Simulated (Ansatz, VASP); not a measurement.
**Two plane-wave programs on ZnO**

```
Zn O
1.0
     3.24940    0.00000    0.00000
    -1.62470    2.81406    0.00000
     0.00000    0.00000    5.20380
Zn O
2 2
Direct
  0.33333 0.66667 0.00000
  0.66667 0.33333 0.50000
  0.33333 0.66667 0.38300
  0.66667 0.33333 0.88300
```

Alike in both runs: task single point; functional PBE; k mesh 6 × 6 × 4; occupations gaussian, width 0.1 eV; no spin polarisation.

|  | VASP | Ansatz |
| --- | --- | --- |
| version | VASP 6.6.1 | Ansatz 0.2.0 |
| potentials or method | VASP PAW PBE potentials, release 64 (Zn, O_h), cutoff 910 eV | scalar-relativistic, plane waves, PAW |
| valence electrons in the cell | 36 | 36 |

Ansatz gave:

* gap on the k mesh at the Fermi level (eV): 0.80
* least direct gap on the mesh (eV): 0.80
* rms of the force components (eV/Å): 0.035

Task: Estimate VASP's values.

Result: gap on the k mesh at the Fermi level (eV): 0.79; least direct gap on the mesh (eV): 0.79; rms of the force components (eV/Å): 0.036.

Atom by atom the forces differ by 0.001 eV/Å (rms over components).

Noted on VASP's run: the cutoff is short for stress, so the pressure is rough.
